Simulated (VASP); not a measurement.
A run of VASP 6.6.1 is set up as follows.

POSCAR

```
LiH
1.0
    2.5016587117      0.0000000000      0.0000000000
    0.0000000000      2.5016587117      0.0000000000
    0.0000000000      0.0000000000      2.5016587117
Li H
1 1
Direct
    0.0000000000      0.0000000000      0.0000000000
    0.5000000000      0.5000000000      0.5000000000
```

Contents of INCAR.step1:

```
SYSTEM = LiH
ALGO = Normal
EDIFF = 1E-5
ENCUT = 520
GGA = PE
ISIF = 2
ISMEAR = 0
LASPH = .True.
LCHARG = .False.
LREAL = .False.
LWAVE = .True.
NBANDS = 9
NELM = 60
PREC = Accurate
SIGMA = 0.01
```

The input INCAR.step2:

```
SYSTEM = LiH
ALGO = Normal
EDIFF = 1E-7
ENCUT = 520
GGA = PE
HFSCREEN = 0.2079
ISIF = 2
ISMEAR = 0
ISTART = 1
LASPH = .True.
LCHARG = .False.
LHFCALC = .True.
LREAL = .False.
LWAVE = .False.
NBANDS = 9
NELM = 60
PREC = Accurate
PRECFOCK = Normal
SIGMA = 0.01
```

KPOINTS

```
k-points
0
Gamma
  6 6 6
  0 0 0
```

Potentials or basis: VASP PAW PBE potentials, release 64 (Li_sv, H).

Command:

```console
$ cat potpaw_PBE.64/Li_sv/POTCAR potpaw_PBE.64/H/POTCAR > POTCAR
$ cp INCAR.step1 INCAR
$ mpirun -np 1 vasp_std > vasp.out
$ cp INCAR.step2 INCAR
$ mpirun -np 1 vasp_std > vasp.out
```

Task: Estimate the band gap on the k mesh.

Result: 1.43 eV, indirect (least direct gap 5.27 eV).

 A k mesh can miss the band edges.
